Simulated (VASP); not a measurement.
# F (Fd-3m) in VASP: a series of runs

F is run at these levels: PBE; tasks: relaxation of cell and atoms.

Program: VASP 6.6.1. These are calculated values, not measurements. Logs are shortened: lines on timing, memory, paths and dates and some standing lists are left out, and cuts for length are marked.

### Step 1. The cell of the first run

Symmetry: Fd-3m, No. 227, cubic system. Conventional cell: a = 4.188 Å, b = 4.188 Å, c = 4.188 Å, α = 90.00°, β = 90.00°, γ = 90.00°. Within 2.4 Å of F (site symmetry -43m) lie 4 F at 1.81 Å.

### Step 2. Relaxation of cell and atoms, PBE, target pressure 23 GPa, at which the enthalpy is minimised

File INCAR:

```
PREC = Accurate ; ENCUT = 600
EDIFF = 1E-7 ; ISMEAR = -1
SIGMA = 0.08 ; LREAL = False
LASPH = True ; NELM = 100
ALGO = Normal ; ISIF = 3
LWAVE = False ; LCHARG = False
GGA = PE ; IBRION = 2
NSW = 60 ; EDIFFG = -0.005
PSTRESS = 230.0
```

File KPOINTS:

```
Automatic mesh
0
Gamma
  14 14 14
```

File POSCAR:

```
F
1.0
    0.0000000000      2.0942103706      2.0942103706
    2.0942103706      0.0000000000      2.0942103706
    2.0942103706      2.0942103706      0.0000000000
F
2
Direct
   -0.1250000000     -0.1250000000     -0.1250000000
    0.1250000000      0.1250000000      0.1250000000
```

Potentials or basis: VASP PAW PBE potentials, release 64 (F).

The run is started by

```sh
cat potpaw_PBE.64/F/POTCAR > POTCAR
mpirun -np 1 vasp_std > vasp.out
```

OUTCAR:

```text
PREC = Accurate
   ENCUT = 600
   EDIFF = 1E-7
   ISMEAR = -1
   LREAL = False
   LASPH = True
   NELM = 100
   ISIF = 3
   GGA = PE
   IBRION = 2
   NSW = 60
   EDIFFG = -0.005
   PSTRESS = 230.0

 ion  position               nearest neighbor table
   1  0.875  0.875  0.875-   2 1.81   2 1.81   2 1.81   2 1.81
   2  0.125  0.125  0.125-   1 1.81   1 1.81   1 1.81   1 1.81

  LATTYP: Found a face centered cubic cell.
 ALAT       =     4.1884207412

  Lattice vectors:

 A1 = (   0.0000000000,   2.0942103706,   2.0942103706)
 A2 = (   2.0942103706,   0.0000000000,   2.0942103706)
 A3 = (   2.0942103706,   2.0942103706,   0.0000000000)

Analysis of symmetry for initial positions (statically):
=====================================================================
 Subroutine PRICEL returns:
 Original cell was already a primitive cell.

 Routine SETGRP: Setting up the symmetry group for a
 face centered cubic supercell.

 Subroutine GETGRP returns: Found 48 space group operations
 (whereof 12 operations were pure point group operations)
 out of a pool of 48 trial point group operations.

The static configuration has the point symmetry D_3d.
 The point group associated with its full space group is O_h .

Analysis of symmetry for dynamics (positions and initial velocities):
=====================================================================
 Subroutine PRICEL returns:
 Original cell was already a primitive cell.

 Routine SETGRP: Setting up the symmetry group for a
 face centered cubic supercell.

 Subroutine GETGRP returns: Found 48 space group operations
 (whereof 12 operations were pure point group operations)
 out of a pool of 48 trial point group operations.

The dynamic configuration has the point symmetry D_3d.
 The point group associated with its full space group is O_h .

 Subroutine INISYM returns: Found 48 space group operations
 (whereof 12 operations are pure point group operations),
 and found     1 'primitive' translations

----------------------------------------------------------------------------------------

                                     Primitive cell

  volume of cell :      18.3692

  direct lattice vectors                    reciprocal lattice vectors
     0.000000000  2.094210371  2.094210371    -0.238753473  0.238753473  0.238753473
     2.094210371  0.000000000  2.094210371     0.238753473 -0.238753473  0.238753473
     2.094210371  2.094210371  0.000000000     0.238753473  0.238753473 -0.238753473

  length of vectors
     2.961660709  2.961660709  2.961660709     0.413533146  0.413533146  0.413533146

[... 68 lines left out ...]
   NGX,Y,Z   is equivalent  to a cutoff of  13.47, 13.47, 13.47 a.u.
   NGXF,Y,Z  is equivalent  to a cutoff of  26.94, 26.94, 26.94 a.u.
 SYSTEM =  unknown system
   PREC   = accura    normal or accurate (medium, high low for compatibility)
   ISTART =      0    job   : 0-new  1-cont  2-samecut
   ICHARG =      2    charge: 1-file 2-atom 10-const
   ISPIN  =      1    spin polarized calculation?
   LNONCOLLINEAR =      F non collinear calculations
   LSORBIT =      F    spin-orbit coupling
   LASPH  =      T    aspherical Exc in radial PAW
   ENCUT  =  600.0 eV  44.10 Ry    6.64 a.u.   5.92  5.92  5.92*2*pi/ulx,y,z
   NELM   =    100;   NELMIN=  2; NELMDL= -5     # of ELM steps
   EDIFF  = 0.1E-06   stopping-criterion for ELM
   LREAL  =      F    real-space projection
   EDIFFG = -.5E-02   stopping-criterion for IOM
   NSW    =     60    number of steps for IOM
   IBRION =      2    ionic relax: 0-MD 1-quasi-New 2-CG
   NFREE  =      1    steps in history (QN), initial steepest desc. (CG)
   ISIF   =      3    stress and relaxation
   ISYM   =      2    0-nonsym 1-usesym 2-fastsym
   POTIM  = 0.5000    time-step for ionic-motion
   TEBEG  =    0.0;   TEEND  =   0.0 temperature during run
   PSTRESS=  230.0 pullay stress
   NELECT =      14.0000    total number of electrons
   NUPDOWN=      -1.0000    fix difference up-down
   EMIN   =  10.00;   EMAX   =-10.00  energy-range for DOS
   EFERMI =   0.00;   METHOD = LEGACY
   ISMEAR =    -1;   SIGMA  =   0.08  broadening in eV -4-tet -1-fermi 0-gaus
   EFERMI_NEDOS =   21; number of points for ismear=-14 and -15
   IALGO  =     38    algorithm
   IMIX   =      4    mixing-type and parameters
     AMIX     =   0.40;   BMIX     =  1.00
     AMIX_MAG =   1.60;   BMIX_MAG =  1.00
  volume/ion in A,a.u.               =       9.18        61.98
  Fermi-wavevector in a.u.,A,eV,Ry     =   1.495388  2.825873 30.425145  2.236185
  Thomas-Fermi vector in A             =   2.607539
   LORBIT       =      0    0 simple, 1 ext, 2 COOP (PROOUT), +10 PAW based schemes
   GGA     = PE    functional components
   LHFCALC =     F    Hartree Fock is set to
   AEXX    =    0.0000 exact exchange contribution
   IVDW    =     0    specifies the selected vdW correction
   LEPSILON=     F    determine dielectric tensor
   LRPA    =     F    only Hartree local field effects (RPA)
 conjugate gradient relaxation of ions
 non-spin polarized calculation
  energy-cutoff  :      600.00
  volume of cell :       18.37
 maximum number of plane-waves:       624
   NGX = 11   NGY = 11   NGZ = 11

--------------------------------------- Ionic step        1  -------------------------------------------

 number of electron      14.0000018 magnetization

 Free energy of the ion-electron system (eV)
  ---------------------------------------------------
  ext. energy  EPLUGINS =         0.00000000
  ---------------------------------------------------
  free energy    TOTEN  =        -0.75990677 eV

  energy without entropy =       -0.69155362  energy(sigma->0) =       -0.72573020

 E-fermi :  -0.4078     XC(G=0): -10.3352

 val. band max:       -0.4093889082   @ k =  -0.2857   0.3571   0.0714
 cond. band min:      -0.4038680340   @ k =   0.4286   0.2857   0.1429
 fundamental gap:      0.0055208742
 Fermi energy:        -0.4078134153

 k-point     1 :       0.0000    0.0000    0.0000
  band No.  band energies     occupation
      1     -26.0773      2.00000
      2     -19.2661      2.00000
      3      -5.0161      2.00000
      4      -5.0161      2.00000
      5      -5.0161      2.00000
      6      -1.9366      2.00000
      7      -1.9366      2.00000
      8      -1.9366      2.00000
      9      10.0985      0.00000
     10      26.7675      0.00000
     11      26.7675      0.00000
[... 511 lines left out ...]
--------------------------------------- Ionic step        6  -------------------------------------------

 number of electron      14.0000002 magnetization

 Free energy of the ion-electron system (eV)
  ---------------------------------------------------
  ext. energy  EPLUGINS =         0.00000000
  ---------------------------------------------------
  free energy    TOTEN  =        -1.55737226 eV

  energy without entropy =       -1.47127836  energy(sigma->0) =       -1.51432531

 E-fermi :  -2.3802     XC(G=0):  -9.4450

 val. band max:       -2.3815491829   @ k =   0.4286   0.2143   0.0714
 cond. band min:      -2.3792969994   @ k =  -0.2143   0.3571   0.1429
 fundamental gap:      0.0022521835
 Fermi energy:        -2.3801664481

 k-point     1 :       0.0000    0.0000    0.0000
  band No.  band energies     occupation
      1     -26.3694      2.00000
      2     -21.4257      2.00000
      3      -6.0529      2.00000
      4      -6.0529      2.00000
      5      -6.0529      2.00000
      6      -3.5264      2.00000
      7      -3.5264      2.00000
      8      -3.5264      2.00000
      9       7.9189      0.00000
     10      23.7036      0.00000
     11      23.7036      0.00000
[... 355 lines left out ...]
  energy  without entropy=       -1.4712783642  energy(sigma->0) =       -1.51432531

  enthalpy is  TOTEN    =         1.5701456211 eV   P V=        3.1275178783

 reached required accuracy - stopping structural energy minimisation
```

OSZICAR:

```text
N       E                     dE             d eps       ncg     rms          rms(c)
DAV:   1     0.723366726444E+02    0.72337E+02   -0.98784E+03  2387   0.142E+03
DAV:   2     0.142416815319E+01   -0.70913E+02   -0.68055E+02  2763   0.285E+02
DAV:   3    -0.787465469423E+00   -0.22116E+01   -0.21632E+01  2504   0.471E+01
[... 49 lines left out ...]
DAV:   1    -0.155743453000E+01   -0.23744E-02   -0.12884E-03  2303   0.441E-01    0.618E-02
DAV:   2    -0.155737701588E+01    0.57514E-04   -0.11937E-04  2348   0.120E-01    0.185E-02
DAV:   3    -0.155737258042E+01    0.44355E-05   -0.15040E-05  2297   0.431E-02    0.287E-03
DAV:   4    -0.155737230335E+01    0.27707E-06   -0.28227E-07  2399   0.747E-03    0.465E-04
DAV:   5    -0.155737225715E+01    0.46200E-07   -0.86820E-09  1183   0.999E-04
   6 F= 0.15701456E+01 E0= 0.16131926E+01  d E =-.594681E-04
```

CONTCAR:

```text
F
   1.00000000000000
     0.0000000000000000    2.2167540839165460    2.2167540839165460
     2.2167540839165460    0.0000000000000000    2.2167540839165460
     2.2167540839165460    2.2167540839165460    0.0000000000000000
  F
     2
Direct
     0.8750000000000000    0.8750000000000000    0.8750000000000000
     0.1250000000000000    0.1250000000000000    0.1250000000000000

  0.00000000E+00  0.00000000E+00  0.00000000E+00
  0.00000000E+00  0.00000000E+00  0.00000000E+00
```

Wall time 67 s (1 thread of AMD EPYC 9R45 (Zen 5), shared host); peak memory 0.11 GiB.

What came out:

```
Free energy                                            : -1.5574 eV
Relaxed volume                                         : 10.89 Å³/atom
Relaxed cell                                           : a = 3.135 Å, b = 3.135 Å, c = 3.135 Å, α = 60.00°, β = 60.00°, γ = 60.00°
Space group after relaxing (to 0.05 Å)                 : Fd-3m (No. 227)
Energy change on relaxing (the enthalpy is what falls) : -398.7 meV/atom
Ionic steps                                            : 6
Pressure after relaxing                                : 23.0 GPa
Band gap on the k mesh                                 : zero (band 7 reaches -1.96 eV, above the bottom of band 8 at -3.53 eV)
```

The path:
```csv
step,energy change (eV),largest force (eV/Å),pressure (GPa),volume (Å³)
1,0.0000,0.0000,55.98,18.37
2,-1.0187,0.0000,11.74,23.87
3,-0.7949,0.0000,23.12,21.77
4,-0.8052,0.0000,22.65,21.84
5,-0.7952,0.0000,23.10,21.77
6,-0.7975,0.0000,23.00,21.79
```

Final structure:
```
F
1.0
     0.00000    2.21675    2.21675
     2.21675    0.00000    2.21675
     2.21675    2.21675    0.00000
F
2
Direct
  0.87500 0.87500 0.87500
  0.12500 0.12500 0.12500
```

Levels at points of the mesh, in eV from the Fermi level:
```tsv
k point	band 4	band 5	band 6	band 7	band 8	band 9	band 10	band 11
(0.00, 0.00, 0.00)	-3.67	-3.67	-1.15	-1.15	-1.15	10.30	26.08	26.08
(0.50, 0.00, 0.00)	-4.37	-4.37	-0.40	-0.40	-0.23	14.47	17.10	22.53
(0.50, 0.50, 0.00)	-5.17	-2.63	-2.63	0.42	0.42	15.17	15.17	24.53
```

Caveat: the cell is relaxed towards a set pressure, so the enthalpy falls and the energy may rise; the volume moved by over 15 % at a fixed basis, so the end points are rough.

### Step 3. Relaxation of cell and atoms, PBE, target pressure 23 GPa, at which the enthalpy is minimised

This run uses another cell than the first one, of 10.92 Å³/atom, 1.189 times its volume.

File INCAR:

```
SYSTEM = F
PREC = Accurate
ENCUT = 600
EDIFF = 1E-6
ISMEAR = -1
SIGMA = 0.08
LREAL = .False.
LASPH = .True.
NELM = 60
ALGO = Normal
ISIF = 3
LWAVE = .False.
LCHARG = .False.
GGA = PE
IBRION = 2
NSW = 32
EDIFFG = -0.005
PSTRESS = 230.0
```

File KPOINTS:

```
Automatic mesh
0
Gamma
  14 14 14
  0 0 0
```

File POSCAR:

```
F
1.0
    0.0000000000      2.2186118708      2.2186118708
    2.2186118708      0.0000000000      2.2186118708
    2.2186118708      2.2186118708      0.0000000000
F
2
Direct
   -0.1250000000     -0.1250000000     -0.1250000000
    0.1250000000      0.1250000000      0.1250000000
```

Potentials or basis: VASP PAW PBE potentials, release 64 (F).

The run is started by

```sh
cat potpaw_PBE.64/F/POTCAR > POTCAR
mpirun -np 1 vasp_std > vasp.out
```

OUTCAR:

```text
SYSTEM = F
   PREC = Accurate
   ENCUT = 600
   EDIFF = 1E-6
   ISMEAR = -1
   LREAL = .False.
   LASPH = .True.
   NELM = 60
   ISIF = 3
   GGA = PE
   IBRION = 2
   NSW = 32
   EDIFFG = -0.005
   PSTRESS = 230.0

 ion  position               nearest neighbor table
   1  0.875  0.875  0.875-
   2  0.125  0.125  0.125-

  LATTYP: Found a face centered cubic cell.
 ALAT       =     4.4372237416

  Lattice vectors:

 A1 = (   0.0000000000,   2.2186118708,   2.2186118708)
 A2 = (   2.2186118708,   0.0000000000,   2.2186118708)
 A3 = (   2.2186118708,   2.2186118708,   0.0000000000)

Analysis of symmetry for initial positions (statically):
=====================================================================
 Subroutine PRICEL returns:
 Original cell was already a primitive cell.

 Routine SETGRP: Setting up the symmetry group for a
 face centered cubic supercell.

 Subroutine GETGRP returns: Found 48 space group operations
 (whereof 12 operations were pure point group operations)
 out of a pool of 48 trial point group operations.

The static configuration has the point symmetry D_3d.
 The point group associated with its full space group is O_h .

Analysis of symmetry for dynamics (positions and initial velocities):
=====================================================================
 Subroutine PRICEL returns:
 Original cell was already a primitive cell.

 Routine SETGRP: Setting up the symmetry group for a
 face centered cubic supercell.

 Subroutine GETGRP returns: Found 48 space group operations
 (whereof 12 operations were pure point group operations)
 out of a pool of 48 trial point group operations.

The dynamic configuration has the point symmetry D_3d.
 The point group associated with its full space group is O_h .

 Subroutine INISYM returns: Found 48 space group operations
[... 130 lines left out ...]
  energy-cutoff  :      600.00
  volume of cell :       21.84
 maximum number of plane-waves:       748
 NGX is ok and might be reduce to    28
   NGX = 13   NGY = 13   NGZ = 13

--------------------------------------- Ionic step        1  -------------------------------------------

 number of electron      13.9999995 magnetization

 Free energy of the ion-electron system (eV)
  ---------------------------------------------------
  ext. energy  EPLUGINS =         0.00000000
  ---------------------------------------------------
  free energy    TOTEN  =        -1.57688696 eV

  energy without entropy =       -1.49049177  energy(sigma->0) =       -1.53368936

------------------------ aborting loop because EDIFF is reached ----------------------------------------

  FORCE on cell =-STRESS in cart. coord.  units (eV):
  Direction    XX          YY          ZZ          XY          YZ          ZX
  --------------------------------------------------------------------------------------
  -------------------------------------------------------------------------------------
  Total        3.0640746      3.0640746      3.0640746      0.0000000      0.0000000      0.0000000
  in kB      224.7687463    224.7687463    224.7687463      0.0000000      0.0000000      0.0000000
  external PRESSURE =      -5.2312537 kB  Pullay stress =     230.0000000 kB
[... 63 lines left out ...]
--------------------------------------- Ionic step        3  -------------------------------------------

 number of electron      13.9999995 magnetization

 Free energy of the ion-electron system (eV)
  ---------------------------------------------------
  ext. energy  EPLUGINS =         0.00000000
  ---------------------------------------------------
  free energy    TOTEN  =        -1.56518845 eV

  energy without entropy =       -1.47923408  energy(sigma->0) =       -1.52221127

 E-fermi :  -2.3699     XC(G=0):  -9.4504

 val. band max:       -2.3713661549   @ k =   0.4286   0.2143   0.0714
 cond. band min:      -2.3691232904   @ k =  -0.2143   0.3571   0.1429
 fundamental gap:      0.0022428645
 Fermi energy:        -2.3699339524

 k-point     1 :       0.0000    0.0000    0.0000
  band No.  band energies     occupation
      1     -26.3698      2.00000
      2     -21.4140      2.00000
      3      -6.0491      2.00000
      4      -6.0491      2.00000
      5      -6.0491      2.00000
      6      -3.5184      2.00000
      7      -3.5184      2.00000
      8      -3.5184      2.00000
      9       7.9343      0.00000
     10      23.7253      0.00000
     11      23.7253      0.00000
[... 309 lines left out ...]
 k-point    24 :       0.2857    0.1429    0.0000
  band No.  band energies     occupation
      1     -25.7903      2.00000
      2     -22.1495      2.00000
      3      -6.9288      2.00000
      4      -6.7500      2.00000
      5      -5.8758      2.00000
      6      -3.8138      2.00000
      7      -2.7897      1.98953
      8      -2.7427      1.98123
      9       9.8869      0.00000
     10      17.3775      0.00000
     11      21.3578      0.00000

 [... further k-points ...]

------------------------ aborting loop because EDIFF is reached ----------------------------------------

  FORCE on cell =-STRESS in cart. coord.  units (eV):
  Direction    XX          YY          ZZ          XY          YZ          ZX
  --------------------------------------------------------------------------------------
  -------------------------------------------------------------------------------------
  Total        3.1242901      3.1242901      3.1242901     -0.0000000     -0.0000000      0.0000000
  in kB      230.0539413    230.0539413    230.0539413     -0.0000000     -0.0000000      0.0000000
  external PRESSURE =       0.0539413 kB  Pullay stress =     230.0000000 kB
[... 21 lines left out ...]
  energy  without entropy=       -1.4792340831  energy(sigma->0) =       -1.52221127

  enthalpy is  TOTEN    =         1.5583691018 eV   P V=        3.1235575547

 reached required accuracy - stopping structural energy minimisation
```

Run time: 41 s. Hardware: 1 thread of AMD EPYC 9R45 (Zen 5), shared host; peak memory 0.13 GiB.

Results:

```
Free energy                                            : -1.5652 eV
Relaxed volume                                         : 10.88 Å³/atom
Relaxed cell                                           : a = 3.134 Å, b = 3.134 Å, c = 3.134 Å, α = 60.00°, β = 60.00°, γ = 60.00°
Space group after relaxing (to 0.05 Å)                 : Fd-3m (No. 227)
Energy change on relaxing (the enthalpy is what falls) : +5.8 meV/atom
Ionic steps                                            : 3
Pressure after relaxing                                : 23.0 GPa
Band gap on the k mesh                                 : zero (band 7 reaches -1.95 eV, above the bottom of band 8 at -3.52 eV)
```

Step by step:
| step | energy change (eV) | largest force (eV/Å) | pressure (GPa) | volume (Å³) |
| --- | --- | --- | --- | --- |
| 1 | 0.0000 | 0.0000 | 22.48 | 21.84 |
| 2 | 0.0160 | 0.0000 | 23.19 | 21.73 |
| 3 | 0.0117 | 0.0000 | 23.01 | 21.76 |

Final structure:
```cif
data_structure
_symmetry_space_group_name_H-M 'P 1'
_symmetry_Int_Tables_number 1
_cell_length_a 3.1336
_cell_length_b 3.1336
_cell_length_c 3.1336
_cell_angle_alpha 60.000
_cell_angle_beta 60.000
_cell_angle_gamma 60.000
_cell_volume 21.76
loop_
_atom_site_label
_atom_site_type_symbol
_atom_site_fract_x
_atom_site_fract_y
_atom_site_fract_z
_atom_site_occupancy
F1 F 0.87500 0.87500 0.87500 1
F2 F 0.12500 0.12500 0.12500 1
```

Levels at points of the mesh, in eV from the Fermi level:
| k point | band 4 | band 5 | band 6 | band 7 | band 8 | band 9 | band 10 | band 11 |
| --- | --- | --- | --- | --- | --- | --- | --- | --- |
| (0.00, 0.00, 0.00) | -3.68 | -3.68 | -1.15 | -1.15 | -1.15 | 10.30 | 26.10 | 26.10 |
| (0.50, 0.00, 0.00) | -4.37 | -4.37 | -0.40 | -0.40 | -0.23 | 14.48 | 17.11 | 22.53 |
| (0.50, 0.50, 0.00) | -5.18 | -2.63 | -2.63 | 0.42 | 0.42 | 15.17 | 15.17 | 24.54 |

Caveat: the cell is relaxed towards a set pressure, so the enthalpy falls and the energy may rise.
